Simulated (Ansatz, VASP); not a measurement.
SiC in VASP and in Ansatz

The input POSCAR:

```
SiC
1.0
    3.0759836412      0.0000000000      0.0000000000
   -1.5379918206      2.6638799749      0.0000000000
    0.0000000000      0.0000000000      5.0478375069
Si C
2 2
Direct
    0.3333333333      0.6666666667     -0.0190373257
    0.6666666667      0.3333333333      0.4809626743
    0.3333333333      0.6666666667      0.3940373257
    0.6666666667      0.3333333333      0.8940373257
```

Contents of INCAR.step1:

```
SYSTEM = SiC
  PREC = Accurate
  ENCUT = 520
  ISMEAR = 0
  SIGMA = 0.01
  LREAL = .FALSE.
  LASPH = .TRUE.
  NELM = 80
  NBANDS = 16
  GGA = PE
  ALGO = Normal
  EDIFF = 1E-4
  LWAVE = .TRUE.
  LCHARG = .FALSE.
```

INCAR.step2

```
SYSTEM = SiC
  PREC = Accurate
  ENCUT = 520
  EDIFF = 1E-6
  ISMEAR = 0
  SIGMA = 0.01
  LREAL = .FALSE.
  LASPH = .TRUE.
  NELM = 80
  ALGO = Normal
  ISIF = 2
  LWAVE = .FALSE.
  LCHARG = .FALSE.
  METAGGA = R2SCAN
  LMIXTAU = .TRUE.
  NBANDS = 16
  ISTART = 1
```

KPOINTS

```
regular mesh
0
G
  12 12 6
  0 0 0
```

Input for Ansatz:

```yaml
crystal:
  lattice:
    - [3.0759836412, 0.0, 0.0]
    - [-1.5379918206, 2.6638799749, 0.0]
    - [0.0, 0.0, 5.0478375069]
  atoms:
    - { symbol: Si, position: [0.3333333333, 0.6666666667, -0.0190373257] }
    - { symbol: Si, position: [0.6666666667, 0.3333333333, 0.4809626743] }
    - { symbol: C, position: [0.3333333333, 0.6666666667, 0.3940373257] }
    - { symbol: C, position: [0.6666666667, 0.3333333333, 0.8940373257] }
basis:
  ecutwfc: 500
  xc_grid: 2
kpoints:
  mp_grid: { grid: [12, 12, 6] }
hamiltonian:
  xc: r2scan
  pseudopotentials: { kind: paw, azcp: { folder: soft_1 } }
scf:
  occupations: { method: fixed }
output:
  forces: true
  stress: true
  eigenvalues: true
  polarization: {}
```

Change from the starting cell: polar distortion scaled by 0.70.

Alike in both runs: task single point; functional r2SCAN; k mesh 12 × 12 × 6; no spin polarisation.

```csv
,VASP,Ansatz
version,VASP 6.6.1,Ansatz 0.2.0
potentials or method,"VASP PAW PBE potentials, release 64 (Si, C), cutoff 520 eV","scalar-relativistic, plane waves, PAW"
occupations,"gaussian, width 0.01 eV",fixed
valence electrons in the cell,16,16
```

|  | VASP | Ansatz | Ansatz less VASP |
| --- | --- | --- | --- |
| gap on the k mesh at the Fermi level (eV) | 2.17 | 2.17 | -0.004 |
| least direct gap on the mesh (eV) | 4.37 | 4.35 | -0.014 |
| pressure (GPa) | 2.7 | 3.0 | +0.28 |
| traceless stress, the component that is largest in VASP (GPa) | -7.83 | -7.98 | -0.148 |
| rms of the force components (eV/Å) | 1.266 | 1.267 | +0.0005 |

VASP's potentials were made for PBE, not for r2SCAN. Atom by atom the forces differ by 0.001 eV/Å (rms over components).
